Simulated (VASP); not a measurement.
# SnSe (P4/nmm) in VASP: single point with PBE+D3(BJ)

Aim: the single point of SnSe with PBE+D3(BJ).

Program: VASP 6.6.1. These are calculated values, not measurements. Logs are shortened: lines on timing, memory, paths and dates and some standing lists are left out, and cuts for length are marked.

### 1 The cell of the first run

The typed cell holds 4 atoms: a = 4.222 Å, b = 4.222 Å, c = 5.971 Å, α = 90.00°, β = 90.00°, γ = 90.00°.

### 2 Single point, PBE+D3(BJ)

File INCAR:

```
PREC     = Accurate       # precision mode
ENCUT    = 520            # plane-wave cutoff, eV
EDIFF    = 1E-6           # SCF threshold, eV
ISMEAR   = 0              # smearing method
SIGMA    = 0.03           # smearing width, eV
LREAL    = F              # projectors in reciprocal space
LASPH    = T              # aspherical terms in the spheres
NELM     = 60             # most SCF steps
ALGO     = Normal         # electronic algorithm
ISIF     = 2              # what is computed and relaxed
LWAVE    = F              # write WAVECAR
LCHARG   = F              # write CHGCAR
GGA      = PE             # functional
IVDW     = 12             # dispersion correction
NBANDS   = 28             # bands
```

File KPOINTS:

```
regular mesh
0
Gamma
  8 8 6
```

File POSCAR:

```
SnSe
1.0
    4.2220108060      0.0000000000      0.0000000000
    0.0000000000      4.2220108060      0.0000000000
    0.0000000000      0.0000000000      5.9710971824
Sn Se
2 2
Direct
    0.5000000000      0.0000000000      0.2500887432
    0.0000000000      0.5000000000      0.7499112568
    0.5000000000      0.0000000000      0.7499352227
    0.0000000000      0.5000000000      0.2500647773
```

Potentials or basis: VASP PAW PBE potentials, release 64 (Sn_d, Se).

On the command line:

```console
> cat potpaw_PBE.64/Sn_d/POTCAR potpaw_PBE.64/Se/POTCAR > POTCAR
> mpirun -np 1 vasp_std > vasp.out
```

OUTCAR:

```text
PREC = Accurate
   ENCUT = 520
   EDIFF = 1E-6
   ISMEAR = 0
   LREAL = F
   LASPH = T
   NELM = 60
   ISIF = 2
   GGA = PE
   IVDW = 12
 IVDW          = 12

 ion  position               nearest neighbor table
   1  0.500  0.000  0.250-   3 2.98   4 2.99   4 2.99   4 2.99   4 2.99   3 2.99
   2  0.000  0.500  0.750-   4 2.98   3 2.99   3 2.99   3 2.99   3 2.99   4 2.99
   3  0.500  0.000  0.750-   1 2.98   2 2.99   2 2.99   2 2.99   2 2.99   1 2.99
   4  0.000  0.500  0.250-   2 2.98   1 2.99   1 2.99   1 2.99   1 2.99   2 2.99

  LATTYP: Found a simple tetragonal cell.
 ALAT       =     4.2220108060
 C/A-ratio  =     1.4142780435

  Lattice vectors:

 A1 = (   4.2220108060,   0.0000000000,   0.0000000000)
 A2 = (   0.0000000000,   4.2220108060,   0.0000000000)
 A3 = (   0.0000000000,   0.0000000000,   5.9710971824)

Analysis of symmetry for initial positions (statically):
=====================================================================
 Subroutine PRICEL returns:
 Original cell was already a primitive cell.

 Routine SETGRP: Setting up the symmetry group for a
 simple tetragonal supercell.

 Subroutine GETGRP returns: Found 16 space group operations
 (whereof  8 operations were pure point group operations)
 out of a pool of 16 trial point group operations.

The static configuration has the point symmetry D_2d.
 The point group associated with its full space group is D_4h.

Analysis of symmetry for dynamics (positions and initial velocities):
=====================================================================
 Subroutine PRICEL returns:
 Original cell was already a primitive cell.

 Routine SETGRP: Setting up the symmetry group for a
 simple tetragonal supercell.

 Subroutine GETGRP returns: Found 16 space group operations
 (whereof  8 operations were pure point group operations)
 out of a pool of 16 trial point group operations.

The dynamic configuration has the point symmetry D_2d.
 The point group associated with its full space group is D_4h.

 Subroutine INISYM returns: Found 16 space group operations
 (whereof  8 operations are pure point group operations),
 and found     1 'primitive' translations

----------------------------------------------------------------------------------------

                                     Primitive cell

  volume of cell :     106.4370

  direct lattice vectors                    reciprocal lattice vectors
     4.222010806  0.000000000  0.000000000     0.236853965  0.000000000  0.000000000
     0.000000000  4.222010806  0.000000000     0.000000000  0.236853965  0.000000000
     0.000000000  0.000000000  5.971097182     0.000000000  0.000000000  0.167473409

  length of vectors
     4.222010806  4.222010806  5.971097182     0.236853965  0.236853965  0.167473409

  position of ions in fractional coordinates (direct lattice)
     0.500000000  0.000000000  0.250088743
     0.000000000  0.500000000  0.749911257
     0.500000000  0.000000000  0.749935223
     0.000000000  0.500000000  0.250064777

  ion indices of the primitive-cell ions
   primitive index   ion index
                 1           1
                 2           2
                 3           3
                 4           4

----------------------------------------------------------------------------------------

 KPOINTS: regular mesh

Automatic generation of k-mesh.
 Grid dimensions read from file:
 generate k-points for:    8    8    6

 Generating k-lattice:

  Cartesian coordinates                     Fractional coordinates (reciprocal lattice)
     0.029606746  0.000000000  0.000000000     0.125000000  0.000000000  0.000000000
     0.000000000  0.029606746  0.000000000     0.000000000  0.125000000  0.000000000
     0.000000000  0.000000000  0.027912235     0.000000000  0.000000000  0.166666667

  Length of vectors
     0.029606746  0.029606746  0.027912235

  Shift w.r.t. Gamma in fractional coordinates (k-lattice)
     0.000000000  0.000000000  0.000000000

 Subroutine IBZKPT returns following result:
 ===========================================

 Found     60 irreducible k-points:

 Following reciprocal coordinates:
            Coordinates               Weight
  0.000000  0.000000  0.000000      1.000000
  0.125000  0.000000  0.000000      4.000000
  0.250000  0.000000  0.000000      4.000000
  0.375000  0.000000  0.000000      4.000000
  0.500000  0.000000  0.000000      2.000000
  0.125000  0.125000  0.000000      4.000000
[... 16 lines left out ...]
  0.375000  0.125000  0.166667     16.000000
  0.500000  0.125000  0.166667      8.000000
 [... further k-points ...]
   k-points           NKPTS =     60   k-points in BZ     NKDIM =     60   number of bands    NBANDS=     28
   number of dos      NEDOS =    301   number of ions     NIONS =      4
   total plane-waves  NPLWV =  49152
   dimension x,y,z NGX =    32 NGY =   32 NGZ =   48
   dimension x,y,z NGXF=    64 NGYF=   64 NGZF=   96
   ions per type =               2   2
   NGX,Y,Z   is equivalent  to a cutoff of  12.60, 12.60, 13.36 a.u.
   NGXF,Y,Z  is equivalent  to a cutoff of  25.20, 25.20, 26.73 a.u.
 SYSTEM =  unknown system
   PREC   = accura    normal or accurate (medium, high low for compatibility)
   ISTART =      0    job   : 0-new  1-cont  2-samecut
   ICHARG =      2    charge: 1-file 2-atom 10-const
   ISPIN  =      1    spin polarized calculation?
   LNONCOLLINEAR =      F non collinear calculations
   LSORBIT =      F    spin-orbit coupling
   LASPH  =      T    aspherical Exc in radial PAW
   ENCUT  =  520.0 eV  38.22 Ry    6.18 a.u.   7.85  7.85 11.10*2*pi/ulx,y,z
   NELM   =     60;   NELMIN=  2; NELMDL= -5     # of ELM steps
   EDIFF  = 0.1E-05   stopping-criterion for ELM
   LREAL  =      F    real-space projection
[... 7 lines left out ...]
   TEBEG  =    0.0;   TEEND  =   0.0 temperature during run
   PSTRESS=    0.0 pullay stress
   NELECT =      40.0000    total number of electrons
   NUPDOWN=      -1.0000    fix difference up-down
   EMIN   =  10.00;   EMAX   =-10.00  energy-range for DOS
   EFERMI =   0.00;   METHOD = LEGACY
   ISMEAR =     0;   SIGMA  =   0.03  broadening in eV -4-tet -1-fermi 0-gaus
   EFERMI_NEDOS =   21; number of points for ismear=-14 and -15
   IALGO  =     38    algorithm
   IMIX   =      4    mixing-type and parameters
     AMIX     =   0.40;   BMIX     =  1.00
     AMIX_MAG =   1.60;   BMIX_MAG =  1.00
  volume/ion in A,a.u.               =      26.61       179.57
  Fermi-wavevector in a.u.,A,eV,Ry     =   1.181401  2.232524 18.989755  1.395708
  Thomas-Fermi vector in A             =   2.317675
   LORBIT       =      0    0 simple, 1 ext, 2 COOP (PROOUT), +10 PAW based schemes
   GGA     = PE    functional components
   LHFCALC =     F    Hartree Fock is set to
   AEXX    =    0.0000 exact exchange contribution
   IVDW    =    12    specifies the selected vdW correction
   LEPSILON=     F    determine dielectric tensor
   LRPA    =     F    only Hartree local field effects (RPA)
 non-spin polarized calculation
 Gauss-broadening in eV      SIGMA  =   0.03
  energy-cutoff  :      520.00
  volume of cell :      106.44
 maximum number of plane-waves:      2916
 NGX is ok and might be reduce to    32
   NGX = 15   NGY = 15   NGZ = 23

 number of electron      40.0000003 magnetization

 Free energy of the ion-electron system (eV)
  ---------------------------------------------------
  ext. energy  EPLUGINS =         0.00000000
  ---------------------------------------------------
  free energy    TOTEN  =       -16.40058070 eV

  energy without entropy =      -16.40058070  energy(sigma->0) =      -16.40058070

 E-fermi :   6.0298     XC(G=0):  -9.7102

 val. band max:        5.8490901254   @ k =   0.5000   0.0000   0.3333
 cond. band min:       6.2454662763   @ k =   0.5000   0.0000   0.3333
 fundamental gap:      0.3963761509
 Fermi energy:         6.0298228419

 k-point     1 :       0.0000    0.0000    0.0000
  band No.  band energies     occupation
      1     -15.7658      2.00000
      2     -15.7413      2.00000
      3     -15.7346      2.00000
      4     -15.7346      2.00000
      5     -15.7341      2.00000
      6     -15.7335      2.00000
[... 20 lines left out ...]
     27      11.6998      0.00000
     28      11.7002      0.00000

 k-point     2 :       0.1250    0.0000    0.0000
  band No.  band energies     occupation
      1     -15.7633      2.00000
      2     -15.7394      2.00000
      3     -15.7345      2.00000
      4     -15.7342      2.00000
      5     -15.7338      2.00000
      6     -15.7338      2.00000
[... 20 lines left out ...]
     27      11.6605      0.00000
     28      11.8059      0.00000

 k-point     3 :       0.2500    0.0000    0.0000
  band No.  band energies     occupation
      1     -15.7574      2.00000
      2     -15.7360      2.00000
      3     -15.7360      2.00000
      4     -15.7341      2.00000
      5     -15.7339      2.00000
      6     -15.7316      2.00000
[... 20 lines left out ...]
     27      11.3164      0.00000
     28      11.9271      0.00000

 k-point     4 :       0.3750    0.0000    0.0000
  band No.  band energies     occupation
      1     -15.7504      2.00000
      2     -15.7392      2.00000
      3     -15.7378      2.00000
      4     -15.7346      2.00000
      5     -15.7323      2.00000
      6     -15.7283      2.00000
[... 20 lines left out ...]
     27      12.5480      0.00000
     28      12.7299      0.00000

 k-point     5 :       0.5000    0.0000    0.0000
  band No.  band energies     occupation
      1     -15.7441      2.00000
      2     -15.7441      2.00000
      3     -15.7375      2.00000
      4     -15.7375      2.00000
      5     -15.7293      2.00000
      6     -15.7293      2.00000
[... 20 lines left out ...]
     27      13.4414      0.00000
     28      13.4475      0.00000

 k-point     6 :       0.1250    0.1250    0.0000
  band No.  band energies     occupation
      1     -15.7613      2.00000
      2     -15.7375      2.00000
      3     -15.7363      2.00000
      4     -15.7357      2.00000
      5     -15.7321      2.00000
      6     -15.7318      2.00000
[... 463 lines left out ...]
      5     -15.7346      2.00000
      6     -15.7315      2.00000
[... 20 lines left out ...]
     27      11.4494      0.00000
     28      11.6237      0.00000

 k-point    22 :       0.2500    0.1250    0.1667
  band No.  band energies     occupation
      1     -15.7544      2.00000
      2     -15.7401      2.00000
      3     -15.7349      2.00000
      4     -15.7345      2.00000
      5     -15.7330      2.00000
      6     -15.7316      2.00000
[... 20 lines left out ...]
     27      11.0797      0.00000
     28      11.9910      0.00000

 k-point    23 :       0.3750    0.1250    0.1667
  band No.  band energies     occupation
      1     -15.7501      2.00000
      2     -15.7441      2.00000
      3     -15.7357      2.00000
      4     -15.7354      2.00000
      5     -15.7341      2.00000
      6     -15.7284      2.00000
[... 20 lines left out ...]
     27      11.3007      0.00000
     28      13.0095      0.00000

 k-point    24 :       0.5000    0.1250    0.1667
  band No.  band energies     occupation
      1     -15.7471      2.00000
      2     -15.7471      2.00000
      3     -15.7364      2.00000
      4     -15.7364      2.00000
      5     -15.7318      2.00000
      6     -15.7318      2.00000
[... 20 lines left out ...]
     27      12.0279      0.00000
     28      12.0279      0.00000

 [... further k-points ...]

------------------------ aborting loop because EDIFF is reached ----------------------------------------

 Edisp (eV)   -1.44936

 E8    (eV) :    -0.6531

  FORCE on cell =-STRESS in cart. coord.  units (eV):
  Direction    XX          YY          ZZ          XY          YZ          ZX
  --------------------------------------------------------------------------------------
  -------------------------------------------------------------------------------------
  Total       0.06903     0.06903     0.08448     0.00000     0.00000     0.00000
  in kB       1.03912     1.03912     1.27163     0.00000     0.00000     0.00000
  external pressure =        1.12 kB  Pullay stress =        0.00 kB

 VOLUME and BASIS-vectors are now :
 -----------------------------------------------------------------------------
  energy-cutoff  :      520.00
  volume of cell :      106.44
      direct lattice vectors                 reciprocal lattice vectors
     4.222010806  0.000000000  0.000000000     0.236853965  0.000000000  0.000000000
     0.000000000  4.222010806  0.000000000     0.000000000  0.236853965  0.000000000
     0.000000000  0.000000000  5.971097182     0.000000000  0.000000000  0.167473409

 POSITION                                       TOTAL-FORCE (eV/Angst)
 -----------------------------------------------------------------------------------
      2.11101      0.00000      1.49330        -0.000000      0.000000     -0.000866
      0.00000      2.11101      4.47779         0.000000      0.000000      0.000866
      2.11101      0.00000      4.47794        -0.000000      0.000000      0.000709
      0.00000      2.11101      1.49316         0.000000      0.000000     -0.000709
 -----------------------------------------------------------------------------------
    total drift:                                0.000000      0.000000      0.000000

  FREE ENERGIE OF THE ION-ELECTRON SYSTEM (eV)
  ---------------------------------------------------
  free  energy   TOTEN  =       -17.8499390789 eV

  energy  without entropy=      -17.8499390789  energy(sigma->0) =      -17.84993908
```

Run time: 61 s. Hardware: 1 thread of Intel Xeon 6975P-C (Granite Rapids), shared host; peak memory 0.31 GiB.

Results:

```
Free energy                : -17.8499 eV
Pressure                   : 0.1 GPa
Band gap on the k mesh     : 0.40 eV
Dispersion energy per atom : -0.362 eV
```

Caveat: spin-orbit coupling is left out, which moves the levels of the heavy elements.
